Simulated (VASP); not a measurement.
# BN (zinc blende) (F-43m) in VASP: further runs, part 2 of 2

VASP 6.6.1.

**3. Single point, LDA (volume scaled by 1.03)**

Contents of INCAR:

```
SYSTEM = BN
PREC = Accurate
ENCUT = 600
EDIFF = 1E-6
ISMEAR = 0
SIGMA = 0.01
LREAL = .FALSE.
LASPH = .TRUE.
NELM = 120
ALGO = Normal
ISIF = 2
LWAVE = .FALSE.
LCHARG = .TRUE.
LELF = .TRUE.
LVHAR = .TRUE.
NBANDS = 11
GGA_COMPAT = .FALSE.
```

Contents of KPOINTS:

```
Automatic mesh
0
G
  10 10 10
  0 0 0
```

Contents of POSCAR:

```
BN
1.0
    0.0000000000      1.8254981937      1.8254981937
    1.8254981937      0.0000000000      1.8254981937
    1.8254981937      1.8254981937      0.0000000000
B N
1 1
Direct
    0.0000000000      0.0000000000      0.0000000000
    0.2500000000      0.2500000000      0.2500000000
```

Potentials or basis: VASP PAW LDA potentials, release 64 (B, N).

Started as:

```bash
cat potpaw_LDA.64/B/POTCAR potpaw_LDA.64/N/POTCAR > POTCAR
mpirun -np 1 vasp_std > vasp.out
```

Wall time 12 s (1 thread of Intel Xeon 8259CL, shared host); peak memory 0.12 GiB.

It converged, with:

| Item | Value |
| --- | --- |
| Free energy | -19.3732 eV |
| Pressure | -20.6 GPa |
| Band gap on the k mesh | 4.31 eV, indirect (least direct gap 8.54 eV) |

Levels at points of the mesh, in eV from the valence-band top:
```tsv
k point	band 1	band 2	band 3	band 4	band 5	band 6	band 7	band 8
(0.00, 0.00, 0.00)	-19.74	0.00	0.00	0.00	8.54	8.54	8.54	9.96
(0.50, 0.00, 0.00)	-15.59	-10.44	-1.89	-1.89	9.82	10.40	10.40	14.71
(0.50, 0.50, 0.00)	-14.26	-8.69	-4.78	-4.78	4.31	8.98	17.25	17.25
```

Caveat: the cell differs from its parent crystal (volume scaled by 1.03). A k mesh can miss the band edges.

**4. Single point, LDA**

This run uses another cell than the first one, of 5.91 Å³/atom, 1.203 times its volume.

Contents of INCAR:

```
  PREC = Accurate
  ENCUT = 600
  EDIFF = 1E-6
  ISMEAR = 0
  SIGMA = 0.01
  LREAL = False
  LASPH = True
  NELM = 120
  ALGO = Normal
  ISIF = 2
  LWAVE = False
  LCHARG = False
  GGA = CA
  NBANDS = 11
  GGA_COMPAT = False
```

Contents of KPOINTS:

```
Automatic mesh
0
Gamma
  10 10 10
```

Contents of POSCAR:

```
BN
1.0
    0.0000000000      1.8076000000      1.8076000000
    1.8076000000      0.0000000000      1.8076000000
    1.8076000000      1.8076000000      0.0000000000
B N
1 1
Direct
    0.0000000000      0.0000000000      0.0000000000
    0.2500000000      0.2500000000      0.2500000000
```

Started as:

```bash
cat potpaw_LDA.64/B/POTCAR potpaw_LDA.64/N/POTCAR > POTCAR
mpirun -np 1 vasp_std > vasp.out
```

Run time: 9.6 s. Hardware: 1 thread of Intel Xeon 8259CL, shared host; peak memory 0.11 GiB.

Results (log left out):

```
Free energy            : -19.4068 eV
Pressure               : -10.4 GPa
Band gap on the k mesh : 4.34 eV, indirect (least direct gap 8.68 eV)
```

Levels at points of the mesh, in eV from the valence-band top:
```csv
k point,band 2,band 3,band 4,band 5,band 6,band 7
"(0.00, 0.00, 0.00)",0.00,0.00,0.00,8.68,8.68,8.68
"(0.50, 0.00, 0.00)",-10.71,-1.95,-1.95,10.21,10.56,10.56
"(0.50, 0.50, 0.00)",-8.88,-4.93,-4.93,4.34,9.14,17.70
```

A k mesh can miss the band edges. As with any semilocal functional, this LDA gap is likely too small.

**5. Single point, LDA (volume scaled by 0.96)**

Contents of INCAR:

```
PREC = Accurate
ENCUT = 600
EDIFF = 1E-6
ISMEAR = 0
SIGMA = 0.01
LREAL = False
LASPH = True
NELM = 120
ALGO = Normal
ISIF = 2
LWAVE = False
LCHARG = False
NBANDS = 11
GGA_COMPAT = False
```

KPOINTS is that of step 4.

Contents of POSCAR:

```
BN
1.0
    0.0000000000      1.7831699782      1.7831699782
    1.7831699782      0.0000000000      1.7831699782
    1.7831699782      1.7831699782      0.0000000000
B N
1 1
Direct
    0.0000000000      0.0000000000      0.0000000000
    0.2500000000      0.2500000000      0.2500000000
```

Potentials or basis: VASP PAW LDA potentials, release 64 (B, N).

Started as:

```bash
cat potpaw_LDA.64/B/POTCAR potpaw_LDA.64/N/POTCAR > POTCAR
mpirun -np 1 vasp_std > vasp.out
```

OUTCAR:

```text
PREC = Accurate
   ENCUT = 600
   EDIFF = 1E-6
   ISMEAR = 0
   LREAL = False
   LASPH = True
   NELM = 120
   ISIF = 2

 ion  position               nearest neighbor table
   1  0.000  0.000  0.000-   2 1.54   2 1.54   2 1.54   2 1.54
   2  0.250  0.250  0.250-   1 1.54   1 1.54   1 1.54   1 1.54

  LATTYP: Found a face centered cubic cell.
 ALAT       =     3.5663399564

  Lattice vectors:

 A1 = (   0.0000000000,   1.7831699782,   1.7831699782)
 A2 = (   1.7831699782,   0.0000000000,   1.7831699782)
 A3 = (   1.7831699782,   1.7831699782,   0.0000000000)

[... 512 lines left out ...]
      8      23.7936      0.00000
      9      28.0004      0.00000
     10      35.5642      0.00000
     11      40.2451      0.00000

 [... further k-points ...]
[... 5 lines left out ...]
  --------------------------------------------------------------------------------------
  -------------------------------------------------------------------------------------
  Total        0.4039069      0.4039069      0.4039069      0.0000000      0.0000000      0.0000000
  in kB       57.0668085     57.0668085     57.0668085      0.0000000      0.0000000      0.0000000
  external PRESSURE =      57.0668085 kB  Pullay stress =       0.0000000 kB

 VOLUME and BASIS-vectors are now :
 -----------------------------------------------------------------------------
  energy-cutoff  :      600.00
  volume of cell :       11.34
      direct lattice vectors                 reciprocal lattice vectors
     0.000000000  1.783169978  1.783169978    -0.280399517  0.280399517  0.280399517
     1.783169978  0.000000000  1.783169978     0.280399517 -0.280399517  0.280399517
     1.783169978  1.783169978  0.000000000     0.280399517  0.280399517 -0.280399517

 POSITION                                       TOTAL-FORCE (eV/Angst)
 -----------------------------------------------------------------------------------
      0.00000      0.00000      0.00000        -0.000000     -0.000000     -0.000000
      0.89158      0.89158      0.89158         0.000000      0.000000      0.000000
 -----------------------------------------------------------------------------------
    total drift:                               -0.000000     -0.000000     -0.000000

  FREE ENERGIE OF THE ION-ELECTRON SYSTEM (eV)
  ---------------------------------------------------
  free  energy   TOTEN  =       -19.4131991838 eV

  energy  without entropy=      -19.4131991838  energy(sigma->0) =      -19.41319918
```

OSZICAR:

```text
N       E                     dE             d eps       ncg     rms          rms(c)
DAV:   1     0.961936368400E+01    0.96194E+01   -0.54187E+03  1034   0.811E+02
DAV:   2    -0.201544376599E+02   -0.29774E+02   -0.29075E+02  1249   0.165E+02
DAV:   3    -0.206201416075E+02   -0.46570E+00   -0.46500E+00  1205   0.171E+01
DAV:   4    -0.206205927917E+02   -0.45118E-03   -0.45118E-03  1124   0.675E-01
DAV:   5    -0.206205932091E+02   -0.41730E-06   -0.41732E-06  1169   0.193E-02    0.671E+00
DAV:   6    -0.195696824802E+02    0.10509E+01   -0.32064E+00  1034   0.103E+01    0.319E+00
DAV:   7    -0.194460832960E+02    0.12360E+00   -0.10199E-01  1175   0.261E+00    0.180E+00
DAV:   8    -0.194133622362E+02    0.32721E-01   -0.46510E-02  1166   0.148E+00    0.194E-01
DAV:   9    -0.194132147571E+02    0.14748E-03   -0.89856E-04  1127   0.268E-01    0.840E-02
DAV:  10    -0.194131987281E+02    0.16029E-04   -0.43833E-05  1169   0.616E-02    0.146E-02
DAV:  11    -0.194131991838E+02   -0.45574E-06   -0.11702E-06   733   0.786E-03
   1 F= -.19413199E+02 E0= -.19413199E+02  d E =-.415725-176
```

It took 9.5 s on 1 thread of Intel Xeon 8259CL, shared host; peak memory 0.12 GiB.

What came out:

```
Free energy            : -19.4132 eV
Pressure               : 5.7 GPa
Band gap on the k mesh : 4.39 eV, indirect (least direct gap 8.88 eV)
```

Caveat: the cell differs from its parent crystal (volume scaled by 0.96). A k mesh can miss the band edges.

**6. The runs side by side**

| cell | gap on the mesh (eV) | pressure (GPa) |
| --- | --- | --- |
| a = 2.403 Å, angles 60.0°, 2 atoms | 4.54 | 84.7 |
| a = 2.582 Å, angles 60.0°, 2 atoms | 4.31 | -20.6 |
| a = 2.556 Å, angles 60.0°, 2 atoms | 4.34 | -10.4 |
| a = 2.522 Å, angles 60.0°, 2 atoms | 4.39 | 5.7 |

Alike in all rows: task single point; level LDA; potentials or basis VASP PAW LDA potentials, release 64 (B, N); no spin polarisation; k mesh 10 × 10 × 10; cutoff (eV) 600; smearing gaussian 0.01 eV.

Absolute energies hang on the potentials; compare differences alone.
